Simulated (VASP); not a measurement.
The system is NiO.

```
CELL_PARAMETERS angstrom
0.00000 2.05771 2.05771
2.05771 0.00000 2.05771
2.05771 2.05771 0.00000
ATOMIC_POSITIONS crystal
Ni 0.00000 0.00000 0.00000
O 0.50000 0.50000 0.50000
```

Base run:

```yaml
Program: VASP 6.6.1
Functional: PBE
Potentials_or_basis: VASP PAW PBE potentials, release 64 (Ni, O)
Cutoff: 520 eV
k_mesh: 11 × 11 × 11
Occupations: fermi-dirac, width 0.05 eV
Spin: collinear spin, ferromagnetic start
Starting_moments: "[1.0, 0.0] μB"
```

Its results: pressure 13.3 GPa; net moment 1.53 μB per cell; site moments Ni +1.27; O +0.22 μB.

Task: The run is repeated on the same cell with these changes: dispersion from none to D3(BJ). What comes out?

Result: Pressure 10.7 GPa; net moment 1.53 μB per cell; site moments Ni +1.27; O +0.22 μB.

Dispersion adds attraction, which lowers the pressure at fixed volume and, as a term added to the energy, leaves the levels alone.

Caveats: a cell with one magnetic atom can't hold antiferromagnetic order, which such compounds often take; semilocal functionals often make such compounds metallic where correlation or magnetic order opens a gap, which also shifts bond lengths; pairwise dispersion overbinds metals, which lowers pressure and volume (some runs).
